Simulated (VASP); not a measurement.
Wanted: the native input for a VASP 6.6.1 run.

```
Task                   : single point
Functional             : PBE
Potentials or basis    : VASP PAW PBE potentials, release 64 (Zn, Se)
Cutoff                 : 520 eV
k mesh                 : 6 × 6 × 6
Occupations            : gaussian, width 0.01 eV
Spin                   : no spin polarisation
Dipole correction      : no
Further INCAR settings : ALGO = Normal; EDIFF = 1e-06; NBANDS = 16
```

The structure of ZnSe (Stilleite) lies in POSCAR:

```
ZnSe
1.0
    0.0000000000      2.8802639959      2.8802639959
    2.8802639959      0.0000000000      2.8802639959
    2.8802639959      2.8802639959      0.0000000000
Zn Se
1 1
Direct
    0.0000000000      0.0000000000      0.0000000000
    0.2500000000      0.2500000000      0.2500000000
```

These files were run (other wordings do the same):

INCAR

```
SYSTEM = ZnSe
ALGO     = Normal         ! electronic algorithm
EDIFF    = 1E-6           ! SCF threshold, eV
ENCUT    = 520            ! plane-wave cutoff, eV
GGA      = PE             ! functional
ISIF     = 2              ! what is computed and relaxed
ISMEAR   = 0              ! smearing method
LASPH    = .True.         ! aspherical terms in the spheres
LCHARG   = .True.         ! write CHGCAR
LELF     = .True.         ! ELF
LREAL    = .False.        ! projectors in reciprocal space
LVHAR    = .True.       
LWAVE    = .False.        ! write WAVECAR
NBANDS   = 16             ! bands
NELM     = 100            ! most SCF steps
PREC     = Accurate       ! precision mode
SIGMA    = 0.01           ! smearing width, eV
```

KPOINTS

```
k-points
0
Gamma
  6 6 6
  0 0 0
```

Potentials or basis: VASP PAW PBE potentials, release 64 (Zn, Se).

Launch:

```console
$ cat potpaw_PBE.64/Zn/POTCAR potpaw_PBE.64/Se/POTCAR > POTCAR
$ mpirun -np 1 vasp_std > vasp.out
```

It gave:

| Property | Result |
| --- | --- |
| Pressure | -0.6 GPa |
| Band gap on the k mesh | 1.10 eV, direct |

Wall time 7.8 s on 1 thread of Intel(R) Xeon(R) Platinum 8559C (Emerald Rapids) (shared host), peak memory 0.16 GiB.
